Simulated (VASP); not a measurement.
Here is a VASP 6.6.1 calculation.

File INCAR:

```
  PREC = Accurate
  ENCUT = 520
  EDIFF = 1E-6
  ISMEAR = -1
  SIGMA = 0.05
  LREAL = False
  LASPH = True
  NELM = 100
  ALGO = Normal
  ISIF = 2
  LWAVE = False
  LCHARG = False
  GGA = RP
  NBANDS = 16
```

File KPOINTS:

```
Automatic mesh
0
Gamma
  6 6 4
```

POSCAR

```
ZrB2
1.0
    3.1700000000      0.0000000000      0.0000000000
   -1.5850000000      2.7453005300      0.0000000000
    0.0000000000      0.0000000000      3.5330000000
Zr B
1 2
Direct
    0.0000000000      0.0000000000      0.0000000000
    0.6666666667      0.3333333333      0.5000000000
    0.3333333333      0.6666666667      0.5000000000
```

Potentials or basis: VASP PAW PBE potentials, release 64 (Zr_sv, B).

Run with:

```bash
$ cat potpaw_PBE.64/Zr_sv/POTCAR potpaw_PBE.64/B/POTCAR > POTCAR
$ mpirun -np 1 vasp_std > vasp.out
```

(1) What does it give for the pressure?

(2) What does it give for the band gap on the k mesh?

Results:

(1) 4.6 GPa.

(2) zero (bands 9 and 10 overlap by 0.61 eV).

Caveat: the k points lie up to 0.44 Å⁻¹ apart, too coarse for converged energies and pressures of a metal; the PAW data sets were made with another functional, which shifts forces and pressure a little.
